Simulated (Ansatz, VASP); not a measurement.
# Al2InN3: VASP beside Ansatz

```
Al In N
1.0
     5.26629    0.00000    0.00000
    -2.63314    4.56074    0.00000
     0.00000    0.00000    2.72364
Al In N
2 1 3
Direct
  0.33333 0.66667 0.50000
  0.66667 0.33333 0.50000
  0.00000 0.00000 0.00000
  0.41215 0.00000 0.00000
  0.00000 0.41215 0.00000
  0.58785 0.58785 0.00000
```

Alike in both runs: functional PBE; k mesh 6 × 6 × 4; occupations gaussian, width 0.1 eV; no spin polarisation.

Ansatz relaxed the structure, and its values are those at the end. VASP's run is a single point on that final structure, the one shown.

```csv
,VASP,Ansatz
version,VASP 6.6.1,Ansatz 0.2.0
potentials or method,"VASP PAW PBE potentials, release 64 (Al, In_d, N), cutoff 520 eV","scalar-relativistic, plane waves, PAW"
valence electrons in the cell,34,34
```

|  | VASP | Ansatz | Ansatz less VASP |
| --- | --- | --- | --- |
| gap on the k mesh at the Fermi level (eV) | none | none | - |
| pressure (GPa) | 0.0 | 0.0 | +0.06 |
| rms of the force components (eV/Å) | 0.009 | 0.001 | -0.0077 |

A gap of «none» marks a metal or a gap that the smearing closes. The functional is the same, so the differences come from potentials, cutoffs and numerics.

The k mesh is coarse, so the values compare programs but aren't converged.
